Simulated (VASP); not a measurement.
# BiS (Pm-3m) in VASP: notebook

Aim: see how the results for BiS move with the level of theory and the settings. Levels: PBE, PBEsol. Tasks: single point.

Everything below comes from runs of VASP 6.6.1. Logs are shortened: lines on timing, memory, paths and dates and some standing lists are left out, and cuts for length are marked.

**1. The cell of the first run**

The structure is cubic, space group Pm-3m (No. 221). Conventional cell: a = 3.531 Å, b = 3.531 Å, c = 3.531 Å, α = 90.00°, β = 90.00°, γ = 90.00°. Within 4.0 Å of Bi (site symmetry m-3m) lie 8 S at 3.06 Å and 6 Bi at 3.53 Å. Within 4.0 Å of S (site symmetry m-3m) lie 8 Bi at 3.06 Å and 6 S at 3.53 Å.

**2. Single point, PBE (volume scaled by 0.960)**

Input file INCAR:

```
PREC     = Accurate       # precision mode
ENCUT    = 520            # plane-wave cutoff, eV
EDIFF    = 1E-6           # SCF threshold, eV
ISMEAR   = 0              # smearing method
SIGMA    = 0.05           # smearing width, eV
LREAL    = False          # projectors in reciprocal space
LASPH    = True           # aspherical terms in the spheres
NELM     = 100            # most SCF steps
ALGO     = Normal         # electronic algorithm
ISIF     = 2              # what is computed and relaxed
LWAVE    = False          # write WAVECAR
LCHARG   = False          # write CHGCAR
GGA      = PE             # functional
NBANDS   = 18             # bands
```

Input file KPOINTS:

```
Automatic mesh
0
Gamma
  10 10 10
```

Input file POSCAR:

```
BiS
1.0
    3.5314451769      0.0000000000      0.0000000000
    0.0000000000      3.5314451769      0.0000000000
    0.0000000000      0.0000000000      3.5314451769
Bi S
1 1
Direct
    0.0000000000      0.0000000000      0.0000000000
    0.5000000000      0.5000000000      0.5000000000
```

Potentials or basis: VASP PAW PBE potentials, release 64 (Bi_d, S).

The run is started by

```console
> cat potpaw_PBE.64/Bi_d/POTCAR potpaw_PBE.64/S/POTCAR > POTCAR
> mpirun -np 1 vasp_std > vasp.out
```

OUTCAR:

```text
PREC = Accurate
   ENCUT = 520
   EDIFF = 1E-6
   ISMEAR = 0
   LREAL = False
   LASPH = True
   NELM = 100
   ISIF = 2
   GGA = PE

 ion  position               nearest neighbor table
   1  0.000  0.000  0.000-   2 3.06   2 3.06   2 3.06   2 3.06   2 3.06   2 3.06   2 3.06   2 3.06

   2  0.500  0.500  0.500-   1 3.06   1 3.06   1 3.06   1 3.06   1 3.06   1 3.06   1 3.06   1 3.06

  LATTYP: Found a simple cubic cell.
 ALAT       =     3.5314451769

  Lattice vectors:

 A1 = (   3.5314451769,   0.0000000000,   0.0000000000)
 A2 = (   0.0000000000,   3.5314451769,   0.0000000000)
 A3 = (   0.0000000000,   0.0000000000,   3.5314451769)

Analysis of symmetry for initial positions (statically):
=====================================================================
 Subroutine PRICEL returns:
 Original cell was already a primitive cell.

 Routine SETGRP: Setting up the symmetry group for a
 simple cubic supercell.

 Subroutine GETGRP returns: Found 48 space group operations
 (whereof 48 operations were pure point group operations)
 out of a pool of 48 trial point group operations.

The static configuration has the point symmetry O_h .

Analysis of symmetry for dynamics (positions and initial velocities):
=====================================================================
 Subroutine PRICEL returns:
 Original cell was already a primitive cell.

 Routine SETGRP: Setting up the symmetry group for a
 simple cubic supercell.

 Subroutine GETGRP returns: Found 48 space group operations
 (whereof 48 operations were pure point group operations)
 out of a pool of 48 trial point group operations.

The dynamic configuration has the point symmetry O_h .

 Subroutine INISYM returns: Found 48 space group operations
 (whereof 48 operations are pure point group operations),
 and found     1 'primitive' translations

----------------------------------------------------------------------------------------

                                     Primitive cell

  volume of cell :      44.0410

  direct lattice vectors                    reciprocal lattice vectors
     3.531445177  0.000000000  0.000000000     0.283170190  0.000000000  0.000000000
     0.000000000  3.531445177  0.000000000     0.000000000  0.283170190  0.000000000
     0.000000000  0.000000000  3.531445177     0.000000000  0.000000000  0.283170190

  length of vectors
     3.531445177  3.531445177  3.531445177     0.283170190  0.283170190  0.283170190

  position of ions in fractional coordinates (direct lattice)
     0.000000000  0.000000000  0.000000000
     0.500000000  0.500000000  0.500000000

  ion indices of the primitive-cell ions
   primitive index   ion index
                 1           1
                 2           2

----------------------------------------------------------------------------------------

 KPOINTS: Automatic mesh

Automatic generation of k-mesh.
 Grid dimensions read from file:
 generate k-points for:   10   10   10

 Generating k-lattice:

  Cartesian coordinates                     Fractional coordinates (reciprocal lattice)
     0.028317019  0.000000000  0.000000000     0.100000000  0.000000000  0.000000000
     0.000000000  0.028317019  0.000000000     0.000000000  0.100000000  0.000000000
     0.000000000  0.000000000  0.028317019     0.000000000  0.000000000  0.100000000

  Length of vectors
     0.028317019  0.028317019  0.028317019

  Shift w.r.t. Gamma in fractional coordinates (k-lattice)
     0.000000000  0.000000000  0.000000000

 Subroutine IBZKPT returns following result:
 ===========================================

 Found     56 irreducible k-points:

 Following reciprocal coordinates:
            Coordinates               Weight
  0.000000  0.000000  0.000000      1.000000
  0.100000  0.000000  0.000000      6.000000
  0.200000  0.000000  0.000000      6.000000
  0.300000  0.000000  0.000000      6.000000
  0.400000  0.000000  0.000000      6.000000
  0.500000  0.000000  0.000000      3.000000
[... 16 lines left out ...]
  0.200000  0.100000  0.100000     24.000000
  0.300000  0.100000  0.100000     24.000000
 [... further k-points ...]
   k-points           NKPTS =     56   k-points in BZ     NKDIM =     56   number of bands    NBANDS=     18
   number of dos      NEDOS =    301   number of ions     NIONS =      2
   total plane-waves  NPLWV =  21952
   dimension x,y,z NGX =    28 NGY =   28 NGZ =   28
   dimension x,y,z NGXF=    56 NGYF=   56 NGZF=   56
   ions per type =               1   1
   NGX,Y,Z   is equivalent  to a cutoff of  13.18, 13.18, 13.18 a.u.
   NGXF,Y,Z  is equivalent  to a cutoff of  26.36, 26.36, 26.36 a.u.
 SYSTEM =  unknown system
   PREC   = accura    normal or accurate (medium, high low for compatibility)
   ISTART =      0    job   : 0-new  1-cont  2-samecut
   ICHARG =      2    charge: 1-file 2-atom 10-const
   ISPIN  =      1    spin polarized calculation?
   LNONCOLLINEAR =      F non collinear calculations
   LSORBIT =      F    spin-orbit coupling
   LASPH  =      T    aspherical Exc in radial PAW
   ENCUT  =  520.0 eV  38.22 Ry    6.18 a.u.   6.57  6.57  6.57*2*pi/ulx,y,z
   NELM   =    100;   NELMIN=  2; NELMDL= -5     # of ELM steps
   EDIFF  = 0.1E-05   stopping-criterion for ELM
   LREAL  =      F    real-space projection
   EDIFFG = 0.1E-04   stopping-criterion for IOM
   NSW    =      0    number of steps for IOM
   IBRION =     -1    ionic relax: 0-MD 1-quasi-New 2-CG
   NFREE  =      0    steps in history (QN), initial steepest desc. (CG)
   ISIF   =      2    stress and relaxation
   ISYM   =      2    0-nonsym 1-usesym 2-fastsym
   POTIM  = 0.5000    time-step for ionic-motion
   TEBEG  =    0.0;   TEEND  =   0.0 temperature during run
   PSTRESS=    0.0 pullay stress
   NELECT =      21.0000    total number of electrons
   NUPDOWN=      -1.0000    fix difference up-down
   EMIN   =  10.00;   EMAX   =-10.00  energy-range for DOS
   EFERMI =   0.00;   METHOD = LEGACY
   ISMEAR =     0;   SIGMA  =   0.05  broadening in eV -4-tet -1-fermi 0-gaus
   EFERMI_NEDOS =   21; number of points for ismear=-14 and -15
   IALGO  =     38    algorithm
   IMIX   =      4    mixing-type and parameters
     AMIX     =   0.40;   BMIX     =  1.00
     AMIX_MAG =   1.60;   BMIX_MAG =  1.00
  volume/ion in A,a.u.               =      22.02       148.60
  Fermi-wavevector in a.u.,A,eV,Ry     =   1.278975  2.416913 22.256105  1.635778
  Thomas-Fermi vector in A             =   2.411487
   LORBIT       =      0    0 simple, 1 ext, 2 COOP (PROOUT), +10 PAW based schemes
   GGA     = PE    functional components
   LHFCALC =     F    Hartree Fock is set to
   AEXX    =    0.0000 exact exchange contribution
   IVDW    =     0    specifies the selected vdW correction
   LEPSILON=     F    determine dielectric tensor
   LRPA    =     F    only Hartree local field effects (RPA)
 non-spin polarized calculation
 Gauss-broadening in eV      SIGMA  =   0.05
  energy-cutoff  :      520.00
  volume of cell :       44.04
 maximum number of plane-waves:      1213
 NGX is ok and might be reduce to    28
   NGX = 13   NGY = 13   NGZ = 13

 number of electron      21.0000011 magnetization

 Free energy of the ion-electron system (eV)
  ---------------------------------------------------
  ext. energy  EPLUGINS =         0.00000000
  ---------------------------------------------------
  free energy    TOTEN  =        -7.94415976 eV

  energy without entropy =       -7.94303193  energy(sigma->0) =       -7.94359585

 E-fermi :   8.9774     XC(G=0): -10.8689

 val. band max:        8.9327911728   @ k =   0.4000   0.1000   0.1000
 cond. band min:       8.9935947227   @ k =   0.5000   0.1000   0.1000
 fundamental gap:      0.0608035499
 Fermi energy:         8.9773751551

 k-point     1 :       0.0000    0.0000    0.0000
  band No.  band energies     occupation
      1     -14.8366      2.00000
      2     -14.8366      2.00000
      3     -14.6799      2.00000
      4     -14.6799      2.00000
      5     -14.6799      2.00000
      6      -6.7312      2.00000
[... 10 lines left out ...]
     17      20.4860      0.00000
     18      20.4909      0.00000

 k-point     2 :       0.1000    0.0000    0.0000
  band No.  band energies     occupation
      1     -14.8360      2.00000
      2     -14.8246      2.00000
      3     -14.6838      2.00000
      4     -14.6838      2.00000
      5     -14.6796      2.00000
      6      -6.6238      2.00000
[... 10 lines left out ...]
     17      20.2562      0.00000
     18      20.4861      0.00000

 k-point     3 :       0.2000    0.0000    0.0000
  band No.  band energies     occupation
      1     -14.8344      2.00000
      2     -14.7933      2.00000
      3     -14.6940      2.00000
      4     -14.6940      2.00000
      5     -14.6786      2.00000
      6      -6.3053      2.00000
[... 10 lines left out ...]
     17      20.2006      0.00000
     18      20.2012      0.00000

 k-point     4 :       0.3000    0.0000    0.0000
  band No.  band energies     occupation
      1     -14.8326      2.00000
      2     -14.7547      2.00000
      3     -14.7065      2.00000
      4     -14.7065      2.00000
      5     -14.6774      2.00000
      6      -5.7907      2.00000
[... 375 lines left out ...]
      4     -14.6872      2.00000
      5     -14.6872      2.00000
      6      -6.4108      2.00000
[... 10 lines left out ...]
     17      19.4631      0.00000
     18      20.5767      0.00000

 k-point    23 :       0.2000    0.1000    0.1000
  band No.  band energies     occupation
      1     -14.8163      2.00000
      2     -14.7862      2.00000
      3     -14.6987      2.00000
      4     -14.6976      2.00000
      5     -14.6864      2.00000
      6      -6.0965      2.00000
[... 10 lines left out ...]
     17      19.3299      0.00000
     18      20.8136      0.00000

 k-point    24 :       0.3000    0.1000    0.1000
  band No.  band energies     occupation
      1     -14.8144      2.00000
      2     -14.7472      2.00000
      3     -14.7120      2.00000
      4     -14.7104      2.00000
      5     -14.6850      2.00000
      6      -5.5916      2.00000
[... 10 lines left out ...]
     17      18.7026      0.00000
     18      20.7168      0.00000

 [... further k-points ...]
[... 5 lines left out ...]
  --------------------------------------------------------------------------------------
  -------------------------------------------------------------------------------------
  Total        0.8740279      0.8740279      0.8740279      0.0000000      0.0000000     -0.0000000
  in kB       31.7964376     31.7964376     31.7964376      0.0000000      0.0000000     -0.0000000
  external PRESSURE =      31.7964376 kB  Pullay stress =       0.0000000 kB

 VOLUME and BASIS-vectors are now :
 -----------------------------------------------------------------------------
  energy-cutoff  :      520.00
  volume of cell :       44.04
      direct lattice vectors                 reciprocal lattice vectors
     3.531445177  0.000000000  0.000000000     0.283170190  0.000000000  0.000000000
     0.000000000  3.531445177  0.000000000     0.000000000  0.283170190  0.000000000
     0.000000000  0.000000000  3.531445177     0.000000000  0.000000000  0.283170190

 POSITION                                       TOTAL-FORCE (eV/Angst)
 -----------------------------------------------------------------------------------
      0.00000      0.00000      0.00000         0.000000      0.000000      0.000000
      1.76572      1.76572      1.76572         0.000000      0.000000      0.000000
 -----------------------------------------------------------------------------------
    total drift:                               -0.000000      0.000000      0.000000

  FREE ENERGIE OF THE ION-ELECTRON SYSTEM (eV)
  ---------------------------------------------------
  free  energy   TOTEN  =        -7.9441597573 eV

  energy  without entropy=       -7.9430319341  energy(sigma->0) =       -7.94359585
```

Wall time 29 s (1 thread of Intel Xeon Platinum 8375C at 2.90GHz (Ice Lake), shared host); peak memory 0.18 GiB.

What came out:

| Quantity | Value |
| --- | --- |
| Free energy | -7.9442 eV |
| Pressure | 3.2 GPa |

Levels at points of the mesh, in eV from the Fermi level:
```csv
k point,band 6,band 7,band 8,band 9,band 10,band 11,band 12,band 13,band 14,band 15
"(0.00, 0.00, 0.00)",-15.71,-9.26,-3.38,-3.38,-3.38,3.62,3.62,4.64,4.64,4.64
"(0.50, 0.00, 0.00)",-13.64,-12.45,-1.92,-1.92,-1.92,-1.77,1.58,1.58,5.16,7.35
"(0.50, 0.50, 0.00)",-12.71,-10.85,-6.69,-6.69,-1.63,2.47,2.47,3.47,5.81,7.71
"(0.50, 0.50, 0.50)",-12.31,-9.59,-4.18,-4.18,-4.18,-3.01,-3.01,-3.01,13.00,13.00
```

Caveat: the cell differs from its parent crystal (volume scaled by 0.960); spin-orbit coupling is left out, which moves the levels of the heavy elements.

**3. Single point, PBE (volume scaled by 0.980)**

INCAR: that of step 2 with these lines changed.

```diff
@@ -7,3 +7,3 @@
 LASPH    = True           # aspherical terms in the spheres
-NELM     = 100            # most SCF steps
+NELM     = 60             # most SCF steps
 ALGO     = Normal         # electronic algorithm
```

Input file KPOINTS:

```
regular mesh
0
Gamma
  10 10 10
```

Input file POSCAR:

```
BiS
1.0
    3.5558007409      0.0000000000      0.0000000000
    0.0000000000      3.5558007409      0.0000000000
    0.0000000000      0.0000000000      3.5558007409
Bi S
1 1
Direct
    0.0000000000      0.0000000000      0.0000000000
    0.5000000000      0.5000000000      0.5000000000
```

Potentials or basis: VASP PAW PBE potentials, release 64 (Bi_d, S).

The run is started by

```console
> cat potpaw_PBE.64/Bi_d/POTCAR potpaw_PBE.64/S/POTCAR > POTCAR
> mpirun -np 1 vasp_std > vasp.out
```

OUTCAR:

```text
PREC = Accurate
   ENCUT = 520
   EDIFF = 1E-6
   ISMEAR = 0
   LREAL = False
   LASPH = True
   NELM = 60
   ISIF = 2
   GGA = PE

 ion  position               nearest neighbor table
   1  0.000  0.000  0.000-   2 3.08   2 3.08   2 3.08   2 3.08   2 3.08   2 3.08   2 3.08   2 3.08

   2  0.500  0.500  0.500-   1 3.08   1 3.08   1 3.08   1 3.08   1 3.08   1 3.08   1 3.08   1 3.08

  LATTYP: Found a simple cubic cell.
 ALAT       =     3.5558007409

  Lattice vectors:

 A1 = (   3.5558007409,   0.0000000000,   0.0000000000)
 A2 = (   0.0000000000,   3.5558007409,   0.0000000000)
 A3 = (   0.0000000000,   0.0000000000,   3.5558007409)

Analysis of symmetry for initial positions (statically):
=====================================================================
 Subroutine PRICEL returns:
 Original cell was already a primitive cell.

 Routine SETGRP: Setting up the symmetry group for a
 simple cubic supercell.

 Subroutine GETGRP returns: Found 48 space group operations
 (whereof 48 operations were pure point group operations)
 out of a pool of 48 trial point group operations.
[... 155 lines left out ...]

 Free energy of the ion-electron system (eV)
  ---------------------------------------------------
  ext. energy  EPLUGINS =         0.00000000
  ---------------------------------------------------
  free energy    TOTEN  =        -7.95784026 eV

  energy without entropy =       -7.95691120  energy(sigma->0) =       -7.95737573

 E-fermi :   8.6809     XC(G=0): -10.7678

 val. band max:        8.6799491295   @ k =   0.5000   0.1000   0.1000
 cond. band min:       8.7454603892   @ k =   0.5000   0.4000   0.3000
 fundamental gap:      0.0655112597
 Fermi energy:         8.6809263495

 k-point     1 :       0.0000    0.0000    0.0000
  band No.  band energies     occupation
      1     -15.1111      2.00000
      2     -15.1111      2.00000
      3     -14.9649      2.00000
      4     -14.9649      2.00000
      5     -14.9649      2.00000
      6      -6.8383      2.00000
[... 481 lines left out ...]
      5     -14.9696      2.00000
      6      -5.7289      2.00000
[... 10 lines left out ...]
     17      18.3528      0.00000
     18      20.3644      0.00000

 [... further k-points ...]
[... 5 lines left out ...]
  --------------------------------------------------------------------------------------
  -------------------------------------------------------------------------------------
  Total        0.4091612      0.4091612      0.4091612      0.0000000     -0.0000000     -0.0000000
  in kB       14.5811832     14.5811832     14.5811832      0.0000000     -0.0000000     -0.0000000
  external PRESSURE =      14.5811832 kB  Pullay stress =       0.0000000 kB

 VOLUME and BASIS-vectors are now :
 -----------------------------------------------------------------------------
  energy-cutoff  :      520.00
  volume of cell :       44.96
      direct lattice vectors                 reciprocal lattice vectors
     3.555800741  0.000000000  0.000000000     0.281230607  0.000000000  0.000000000
     0.000000000  3.555800741  0.000000000     0.000000000  0.281230607  0.000000000
     0.000000000  0.000000000  3.555800741     0.000000000  0.000000000  0.281230607

 POSITION                                       TOTAL-FORCE (eV/Angst)
 -----------------------------------------------------------------------------------
      0.00000      0.00000      0.00000         0.000000      0.000000      0.000000
      1.77790      1.77790      1.77790         0.000000      0.000000      0.000000
 -----------------------------------------------------------------------------------
    total drift:                               -0.000000      0.000000      0.000000

  FREE ENERGIE OF THE ION-ELECTRON SYSTEM (eV)
  ---------------------------------------------------
  free  energy   TOTEN  =        -7.9578402623 eV

  energy  without entropy=       -7.9569112045  energy(sigma->0) =       -7.95737573
```

Run time: 26 s. Hardware: 1 thread of Intel Xeon Platinum 8375C at 2.90GHz (Ice Lake), shared host; peak memory 0.18 GiB.

Results:

| Item | Value |
| --- | --- |
| Free energy | -7.9578 eV |
| Pressure | 1.5 GPa |

Caveat: the cell differs from its parent crystal (volume scaled by 0.980); spin-orbit coupling is left out, which moves the levels of the heavy elements.

**4. Single point, PBE**

This run uses another cell than the first one, of 22.94 Å³/atom, 1.042 times its volume.

Input file INCAR:

```
PREC = Accurate
ENCUT = 520
EDIFF = 1E-6
ISMEAR = 0
SIGMA = 0.05
LREAL = False
LASPH = True
NELM = 100
ALGO = Normal
ISIF = 2
LWAVE = False
LCHARG = True
GGA = PE
LELF = True
LVHAR = True
NBANDS = 18
```

Input file KPOINTS:

```
Automatic mesh
0
Gamma
  10 10 10
```

Input file POSCAR:

```
BiS
1.0
    3.5798271504      0.0000000000      0.0000000000
    0.0000000000      3.5798271504      0.0000000000
    0.0000000000      0.0000000000      3.5798271504
Bi S
1 1
Direct
    0.0000000000      0.0000000000      0.0000000000
    0.5000000000      0.5000000000      0.5000000000
```

The run is started by

```console
> cat potpaw_PBE.64/Bi_d/POTCAR potpaw_PBE.64/S/POTCAR > POTCAR
> mpirun -np 1 vasp_std > vasp.out
```

Wall time 26 s (1 thread of Intel Xeon Platinum 8375C at 2.90GHz (Ice Lake), shared host); peak memory 0.18 GiB.

Results (log left out):

```yaml
Free_energy: -7.9622 eV
Pressure: -0.1 GPa
```

Levels at points of the mesh, in eV from the Fermi level:
| k point | band 7 | band 8 | band 9 | band 10 | band 11 | band 12 | band 13 | band 14 |
| --- | --- | --- | --- | --- | --- | --- | --- | --- |
| (0.00, 0.00, 0.00) | -9.36 | -3.22 | -3.22 | -3.22 | 3.75 | 3.75 | 4.37 | 4.37 |
| (0.50, 0.00, 0.00) | -12.24 | -1.95 | -1.83 | -1.83 | -1.77 | 1.55 | 1.55 | 5.33 |
| (0.50, 0.50, 0.00) | -10.79 | -6.38 | -6.38 | -1.55 | 2.36 | 2.36 | 3.28 | 5.79 |
| (0.50, 0.50, 0.50) | -9.66 | -3.97 | -3.97 | -3.97 | -2.84 | -2.84 | -2.84 | 12.62 |

Caveat: spin-orbit coupling is left out, which moves the levels of the heavy elements.

(Part 1 of 2 ends here.)
